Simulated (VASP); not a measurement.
# CaO (Fm-3m) in VASP: notebook, part 2 of 2

VASP 6.6.1. Earlier steps stand in the parts before.

**4. Dielectric tensor, LDA**

Contents of INCAR:

```
ALGO = Normal
EDIFF = 1E-8
ENCUT = 520
GGA = CA
ISIF = 2
ISMEAR = 0
LASPH = T
LCHARG = F
LEPSILON = T
LREAL = F
LWAVE = F
NELM = 80
PREC = Accurate
SIGMA = 0.01
```

Contents of KPOINTS:

```
k-points
0
Gamma
  10 10 10
```

Contents of POSCAR:

```
CaO
1.0
    0.0000000000      2.4035556960      2.4035556960
    2.4035556960      0.0000000000      2.4035556960
    2.4035556960      2.4035556960      0.0000000000
Ca O
1 1
Direct
    0.0000000000      0.0000000000      0.0000000000
    0.5000000000      0.5000000000      0.5000000000
```

Potentials or basis: VASP PAW LDA potentials, release 64 (Ca_sv, O).

Started as:

```sh
$ cat potpaw_LDA.64/Ca_sv/POTCAR potpaw_LDA.64/O/POTCAR > POTCAR
$ mpirun -np 1 vasp_std > vasp.out
```

OUTCAR:

```text
EDIFF = 1E-8
   ENCUT = 520
   GGA = CA
   ISIF = 2
   ISMEAR = 0
   LASPH = T
   LEPSILON = T
   LREAL = F
   NELM = 80
   PREC = Accurate

 ion  position               nearest neighbor table
   1  0.000  0.000  0.000-   2 2.40   2 2.40   2 2.40   2 2.40   2 2.40   2 2.40
   2  0.500  0.500  0.500-   1 2.40   1 2.40   1 2.40   1 2.40   1 2.40   1 2.40

  LATTYP: Found a face centered cubic cell.
 ALAT       =     4.8071113920

  Lattice vectors:

 A1 = (   0.0000000000,   2.4035556960,   2.4035556960)
 A2 = (   2.4035556960,   0.0000000000,   2.4035556960)
 A3 = (   2.4035556960,   2.4035556960,   0.0000000000)

Analysis of symmetry for initial positions (statically):
=====================================================================
 Subroutine PRICEL returns:
 Original cell was already a primitive cell.

 Routine SETGRP: Setting up the symmetry group for a
 face centered cubic supercell.

 Subroutine GETGRP returns: Found 48 space group operations
[... 580 lines left out ...]

 Free energy of the ion-electron system (eV)
  ---------------------------------------------------
  ---------------------------------------------------
  free energy    TOTEN  =        -0.23264283 eV

  energy without entropy =       -0.23264283

------------------------ aborting loop because EDIFF is reached ----------------------------------------

 PIEZOELECTRIC TENSOR FIELD DIRECTION 3  (e Angst)
 -----------------------------------------------------------------------------
    -0.00007  0.00000 -0.00000           ( -0.00001  0.00000 -0.00000)
     0.00000 -0.00007  0.00000           (  0.00000 -0.00001  0.00000)
    -0.00000 -0.00000 -0.00048           ( -0.00000  0.00000 -0.00000)

 PIEZOELECTRIC TENSOR FIELD DIRECTION 3  (C/m^2)
 -----------------------------------------------------------------------------
    -0.00004  0.00000 -0.00000
     0.00000 -0.00004  0.00000
    -0.00000 -0.00000 -0.00027

 MACROSCOPIC STATIC DIELECTRIC TENSOR (including local field effects in DFT)
 ------------------------------------------------------
           3.848239     0.000000    -0.000000
           0.000000     3.848239     0.000000
          -0.000000     0.000000     3.848239
 ------------------------------------------------------

 PIEZOELECTRIC TENSOR (including local field effects)  for field in x, y, z        (e  Angst)
          XX          YY          ZZ          XY          YZ          ZX
  --------------------------------------------------------------------------------
  x     0.00000     0.00000     0.00000     0.00000     0.00000     0.00000
  y     0.00000     0.00000     0.00000     0.00000     0.00000     0.00000
  z     0.00000     0.00000     0.00000     0.00000     0.00000     0.00000

 PIEZOELECTRIC TENSOR (including local field effects)  for field in x, y, z        (C/m^2)
          XX          YY          ZZ          XY          YZ          ZX
  --------------------------------------------------------------------------------
  x     0.00000     0.00000     0.00000     0.00000     0.00000     0.00000
  y     0.00000     0.00000     0.00000     0.00000     0.00000     0.00000
  z     0.00000     0.00000     0.00000     0.00000     0.00000     0.00000

 BORN EFFECTIVE CHARGES (including local field effects) (in |e|, cummulative output)
 ---------------------------------------------------------------------------------
 ion    1
    1     2.35402     0.00000     0.00000
    2     0.00000     2.35402     0.00000
    3     0.00000     0.00000     2.35402
 ion    2
    1    -2.35402     0.00000     0.00000
    2     0.00000    -2.35402     0.00000
    3     0.00000     0.00000    -2.35402
```

OSZICAR:

```text
N       E                     dE             d eps       ncg     rms          rms(c)
DAV:   1     0.130414563467E+03    0.13041E+03   -0.85487E+03  1128   0.136E+03
DAV:   2    -0.964574079752E+01   -0.14006E+03   -0.13164E+03  1328   0.340E+02
DAV:   3    -0.156891857294E+02   -0.60434E+01   -0.59953E+01  1400   0.737E+01
DAV:   4    -0.158909682571E+02   -0.20178E+00   -0.20144E+00  1660   0.118E+01
[... 12 lines left out ...]
RMM:  16    -0.232642982829E+00   -0.94238E-06   -0.26866E-07  4741   0.272E-04    0.120E-04
RMM:  17    -0.232642969494E+00    0.13335E-07   -0.16989E-07  3849   0.104E-04    0.749E-05
RMM:  18    -0.232642849805E+00    0.11969E-06   -0.63493E-08  3580   0.903E-05    0.348E-05
RMM:  19    -0.232642825568E+00    0.24237E-07   -0.45015E-08  2441   0.601E-05    0.257E-05
RMM:  20    -0.232642828720E+00   -0.31524E-08   -0.72878E-09  2729   0.716E-05    0.177E-06
```

stdout:

```text
POSCAR found type information on POSCAR CaO
 POSCAR found :  2 types and       2 ions
 scaLAPACK will be used
 LDA part: xc-table for (Slater(with rela. corr.)+CA(PZ))
 , standard interpolation
 POSCAR, INCAR and KPOINTS ok, starting setup
 FFT: planning ... GRIDC
 FFT: planning ... GRID_SOFT
 FFT: planning ... GRID
 WAVECAR not read
 entering main loop
 Linear response reoptimize wavefunctions to high precision
 Linear response G [H, r] |phi>, progress :
  Direction:   1
 Linear response G [H, r] |phi>, progress :
  Direction:   2
 Linear response G [H, r] |phi>, progress :
  Direction:   3
 Linear response to external field (no local field effect), progress :
  Direction:   1
 dielectric tensor                  component  1 :     4.909     0.541     0.172
 Linear response to external field (no local field effect), progress :
  Direction:   2
 dielectric tensor                  component  2 :     0.541     3.872    -0.211
 Linear response to external field (no local field effect), progress :
  Direction:   3
 dielectric tensor                  component  3 :     0.172    -0.211     3.363
 Linear response to external field, progress :
  Direction:   1
 dielectric tensor                  component  1 :     3.848     0.315     0.117
 Linear response to external field, progress :
  Direction:   2
 dielectric tensor                  component  2 :     0.256     3.848     0.004
 Linear response to external field, progress :
  Direction:   3
 dielectric tensor                  component  3 :     0.040     0.200     3.848
 Born effective charges drift removed
```

It took 3.4 min on 1 thread of Intel Xeon 6975P-C (Granite Rapids), shared host; peak memory 0.23 GiB.

What came out:

```
Band gap on the k mesh                  : 3.46 eV (least direct gap 3.84 eV)
Electronic dielectric tensor (diagonal) : 3.85
Born charges (mean of the diagonal)     : Ca +2.35; O -2.35 e
```

Levels at points of the mesh, in eV from the valence-band top:
```csv
k point,band 5,band 6,band 7,band 8,band 9,band 10,band 11,band 12
"(0.00, 0.00, 0.00)",-15.21,0.00,0.00,0.00,4.56,6.11,6.11,6.11
"(0.50, 0.00, 0.00)",-13.95,-2.71,-1.23,-1.23,6.95,8.30,8.30,8.31
"(0.50, 0.50, 0.00)",-14.96,-1.31,-0.38,-0.38,3.46,8.01,8.87,9.54
```

Electronic dielectric tensor:
```
3.85 0.00 0.00
0.00 3.85 0.00
0.00 0.00 3.85
```

Born effective charge tensors (e):
atom 1, Ca
```
2.35 0.00 0.00
0.00 2.35 0.00
0.00 0.00 2.35
```
atom 2, O
```
-2.35  0.00  0.00
 0.00 -2.35  0.00
 0.00  0.00 -2.35
```

**5. Elastic constants, LDA**

Contents of INCAR:

```
ALGO = Normal
EDIFF = 1E-8
ENCUT = 600
GGA = CA
IBRION = 6
ISIF = 3
ISMEAR = 0
LASPH = T
LCHARG = F
LREAL = F
LWAVE = F
NELM = 80
NFREE = 2
NSW = 1
POTIM = 0.015
PREC = Accurate
SIGMA = 0.01
```

Contents of KPOINTS:

```
k-points
0
Gamma
  7 7 7
```

POSCAR is that of step 4.

Started as:

```sh
$ cat potpaw_LDA.64/Ca_sv/POTCAR potpaw_LDA.64/O/POTCAR > POTCAR
$ mpirun -np 1 vasp_std > vasp.out
```

Run time: 2.3 min. Hardware: 1 thread of Intel Xeon 6975P-C (Granite Rapids), shared host; peak memory 0.22 GiB.

Results (log left out):

```
Elastic constants C11, C12, C44                         : 202, 58, 78 GPa
Voigt bulk modulus                                      : 106 GPa
Highest phonon frequency at Γ, LO-TO splitting left out : 252 cm⁻¹
```

Phonon frequencies in cm⁻¹ (negative: imaginary):
```
              q point        frequencies
(0.000, 0.000, 0.000)  0 0 0 252 252 252
```

Elastic tensor in Voigt notation (GPa, in the Cartesian axes of the cell as first typed):
```
202  58  58   0   0   0
 58 202  58   0   0   0
 58  58 202   0   0   0
  0   0   0  78   0   0
  0   0   0   0  78   0
  0   0   0   0   0  78
```

Clamped-ion elastic tensor (GPa):
```
202  58  58   0   0   0
 58 202  58   0   0   0
 58  58 202   0   0   0
  0   0   0  78   0   0
  0   0   0   0  78   0
  0   0   0   0   0  78
```

Caveat: the cell is under stress, which shifts elastic constants.
